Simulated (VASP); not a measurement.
A run of VASP 6.6.1 is set up as follows.

File INCAR:

```
SYSTEM = BaScO2F
  ALGO = Normal
  EDIFF = 1E-6
  ENCUT = 520
  ISIF = 2
  ISMEAR = 0
  LASPH = .TRUE.
  LCHARG = .FALSE.
  LREAL = .FALSE.
  LWAVE = .FALSE.
  NBANDS = 28
  NELM = 100
  PREC = Accurate
  SIGMA = 0.05
```

KPOINTS

```
k-points
0
G
  6 6 6
  0 0 0
```

File POSCAR:

```
BaScO2F
1.0
    4.2069470000      0.0000000000      0.0000000000
    0.0000000000      4.2069470000      0.0000000000
    0.0000000000      0.0000000000      4.3588124550
Ba Sc O F
1 1 2 1
Direct
    0.5000000000      0.5000000000      0.5000000000
    0.0000000000      0.0000000000      0.0000000000
    0.5000000000      0.0000000000      0.0000000000
    0.0000000000      0.5000000000      0.0000000000
    0.0000000000      0.0000000000      0.5000000000
```

Potentials or basis: VASP PAW LDA potentials, release 64 (Ba_sv, Sc_sv, O, F).

Command:

```bash
$ cat potpaw_LDA.64/Ba_sv/POTCAR potpaw_LDA.64/Sc_sv/POTCAR potpaw_LDA.64/O/POTCAR potpaw_LDA.64/F/POTCAR > POTCAR
$ mpirun -np 1 vasp_std > vasp.out
```

Question: Predict the pressure.

Answer: -11.2 GPa.

Question: What does it give for the band gap on the k mesh?

Answer: 2.73 eV, indirect (least direct gap 3.15 eV).

Stress tensor (GPa, compression positive):
```
 -9.76   0.00   0.00
  0.00  -9.76   0.00
  0.00   0.00 -14.19
```

Caveat: the cell differs from its parent crystal (strain +0.0350 x Voigt [0, 0, 1, 0, 0, 0]); spin-orbit coupling is left out, which moves the levels of the heavy elements. A k mesh can miss the band edges.
